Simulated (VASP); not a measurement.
# In (Pm-3m) in VASP: notebook, part 2 of 2

VASP 6.6.1. Earlier steps stand in the parts before.

### Step 5. Single point, BLYP (37.17 Å³/atom)

This run uses another cell than the first one, of 37.17 Å³/atom.

The input, INCAR:

```
AGGAC = 1.0
AGGAX = 1.0
ALDAC = 0.0
ALDAX = 1.0
ALGO = Normal
EDIFF = 1E-6
ENCUT = 520
GGA = B5
ISIF = 2
ISMEAR = -1
LASPH = T
LCHARG = F
LREAL = F
LWAVE = F
NBANDS = 12
NELM = 80
PREC = Accurate
SIGMA = 0.1
```

The input, KPOINTS:

```
k-points
0
Gamma
  16 16 16
```

The input, POSCAR:

```
In
1.0
    3.3373990957      0.0000000000      0.0000000000
    0.0000000000      3.3373990957      0.0000000000
    0.0000000000      0.0000000000      3.3373990957
In
1
Direct
    0.0000000000      0.0000000000      0.0000000000
```

Potentials or basis: VASP PAW PBE potentials, release 64 (In_d).

The run is started by

```
$ cat potpaw_PBE.64/In_d/POTCAR > POTCAR
$ mpirun -np 1 vasp_std > vasp.out
```

OUTCAR:

```text
EDIFF = 1E-6
   ENCUT = 520
   GGA = B5
   ISIF = 2
   ISMEAR = -1
   LASPH = T
   LREAL = F
   NELM = 80
   PREC = Accurate

 ion  position               nearest neighbor table
   1  0.000  0.000  0.000-

  LATTYP: Found a simple cubic cell.
 ALAT       =     3.3373990957

  Lattice vectors:

 A1 = (   3.3373990957,   0.0000000000,   0.0000000000)
 A2 = (   0.0000000000,   3.3373990957,   0.0000000000)
 A3 = (   0.0000000000,   0.0000000000,   3.3373990957)

Analysis of symmetry for initial positions (statically):
=====================================================================
 Subroutine PRICEL returns:
 Original cell was already a primitive cell.

 Routine SETGRP: Setting up the symmetry group for a
 simple cubic supercell.

 Subroutine GETGRP returns: Found 48 space group operations
 (whereof 48 operations were pure point group operations)
 out of a pool of 48 trial point group operations.

The static configuration has the point symmetry O_h .

Analysis of symmetry for dynamics (positions and initial velocities):
[... 168 lines left out ...]
      3      -9.8169      2.00000
      4      -9.8169      2.00000
      5      -9.8169      2.00000
      6      -3.1561      2.00000
      7      10.3810      0.00000
      8      10.3810      0.00000
      9      10.3810      0.00000
     10      13.6609      0.00000
     11      13.6609      0.00000
     12      14.3151      0.00000
[... 331 lines left out ...]
 k-point    24 :       0.5000    0.1250    0.0000
  band No.  band energies     occupation
      1     -10.1253      2.00000
      2      -9.9316      2.00000
      3      -9.9096      2.00000
      4      -9.8844      2.00000
      5      -9.8223      2.00000
      6      -0.4984      2.00000
      7       2.4202      2.00000
      8      10.5770      0.00000
      9      12.6692      0.00000
     10      13.9204      0.00000
     11      16.5691      0.00000
     12      16.7875      0.00000

 [... further k-points ...]

------------------------ aborting loop because EDIFF is reached ----------------------------------------

  FORCE on cell =-STRESS in cart. coord.  units (eV):
  Direction    XX          YY          ZZ          XY          YZ          ZX
  --------------------------------------------------------------------------------------
  -------------------------------------------------------------------------------------
  Total       -0.3774980     -0.3774980     -0.3774980      0.0000000     -0.0000000      0.0000000
  in kB      -16.2704955    -16.2704955    -16.2704955      0.0000000     -0.0000000      0.0000000
  external PRESSURE =     -16.2704955 kB  Pullay stress =       0.0000000 kB

 VOLUME and BASIS-vectors are now :
 -----------------------------------------------------------------------------
  energy-cutoff  :      520.00
  volume of cell :       37.17
      direct lattice vectors                 reciprocal lattice vectors
     3.337399096  0.000000000  0.000000000     0.299634527  0.000000000  0.000000000
     0.000000000  3.337399096  0.000000000     0.000000000  0.299634527  0.000000000
     0.000000000  0.000000000  3.337399096     0.000000000  0.000000000  0.299634527

 POSITION                                       TOTAL-FORCE (eV/Angst)
 -----------------------------------------------------------------------------------
      0.00000      0.00000      0.00000         0.000000      0.000000      0.000000
 -----------------------------------------------------------------------------------
    total drift:                               -0.000000     -0.000000     -0.000000

  FREE ENERGIE OF THE ION-ELECTRON SYSTEM (eV)
  ---------------------------------------------------
  free  energy   TOTEN  =        -1.8377166085 eV

  energy  without entropy=       -1.8113566768  energy(sigma->0) =       -1.82453664
```

OSZICAR:

```text
N       E                     dE             d eps       ncg     rms          rms(c)
DAV:   1     0.800771866487E+02    0.80077E+02   -0.61528E+03  3992   0.121E+03
DAV:   2     0.255924844987E+01   -0.77518E+02   -0.76061E+02  4136   0.281E+02
DAV:   3    -0.173645310568E+01   -0.42957E+01   -0.42827E+01  4772   0.674E+01
DAV:   4    -0.185123355123E+01   -0.11478E+00   -0.11475E+00  5060   0.117E+01
DAV:   5    -0.185645685989E+01   -0.52233E-02   -0.52230E-02  5436   0.205E+00    0.153E+00
DAV:   6    -0.183811340134E+01    0.18343E-01   -0.43426E-02  4808   0.384E+00    0.649E-01
DAV:   7    -0.183727674970E+01    0.83665E-03   -0.10073E-02  5612   0.164E+00    0.198E-01
DAV:   8    -0.183766153682E+01   -0.38479E-03   -0.76125E-04  4276   0.373E-01    0.247E-02
DAV:   9    -0.183770823599E+01   -0.46699E-04   -0.47550E-05  4716   0.848E-02    0.179E-02
DAV:  10    -0.183771640694E+01   -0.81710E-05   -0.13353E-05  4156   0.263E-02    0.385E-03
DAV:  11    -0.183771660847E+01   -0.20153E-06   -0.30739E-07  3412   0.604E-03
   1 F= -.18377166E+01 E0= -.18245366E+01  d E =-.263599E-01
```

stdout:

```text
POSCAR found type information on POSCAR In
 POSCAR found :  1 types and       1 ions
 scaLAPACK will be used
 -----------------------------------------------------------------------------
|                                                                             |
|                                                                             |
|     You enforced a specific xc type in the INCAR file but a different       |
|     I HOPE YOU KNOW WHAT YOU ARE DOING!                                     |
|                                                                             |
 -----------------------------------------------------------------------------

 LDA part: xc-table for (Slater(with rela. corr.)+VWN5), standard interpolation
 POSCAR, INCAR and KPOINTS ok, starting setup
 FFT: planning ... GRIDC
 FFT: planning ... GRID_SOFT
 FFT: planning ... GRID
 WAVECAR not read
 entering main loop
```

It took 77 s on 1 thread of AMD EPYC 7R13, shared host; peak memory 0.18 GiB.

What came out:

| Quantity | Value |
| --- | --- |
| Free energy | -1.8377 eV |
| Pressure | -1.6 GPa |
| Band gap on the k mesh | zero (an odd number of electrons rules out a gap without spin polarisation) |

Levels at points of the mesh, in eV from the Fermi level:
```csv
k point,band 4,band 5,band 6,band 7,band 8,band 9
"(0.00, 0.00, 0.00)",-14.41,-14.41,-7.75,5.79,5.79,5.79
"(0.50, 0.00, 0.00)",-14.50,-14.40,-5.29,-2.38,7.84,7.84
"(0.50, 0.50, 0.00)",-14.49,-14.30,-2.74,-0.38,-0.38,4.10
"(0.50, 0.50, 0.50)",-14.30,-14.30,0.10,1.54,1.54,1.54
```

Caveat: the PAW data sets were made with another functional, which shifts forces and pressure a little; spin-orbit coupling is left out, which moves the levels of the heavy elements.

### Step 6. Summary

| cell | gap on the mesh (eV) | pressure (GPa) |
| --- | --- | --- |
| a = 3.214 Å, 1 atom | none | 0.0 |
| a = 3.256 Å, 1 atom | none | -0.6 |
| a = 3.297 Å, 1 atom | none | -1.2 |
| a = 3.337 Å, 1 atom | none | -1.6 |

Alike in all rows: task single point; level BLYP; potentials or basis VASP PAW PBE potentials, release 64 (In_d); no spin polarisation; k mesh 16 × 16 × 16; cutoff (eV) 520; smearing fermi-dirac 0.1 eV.

Caveats: the PAW data sets were made with another functional, which shifts forces and pressure a little; spin-orbit coupling is left out, which moves the levels of the heavy elements.

Absolute energies hang on the potentials; compare differences alone.
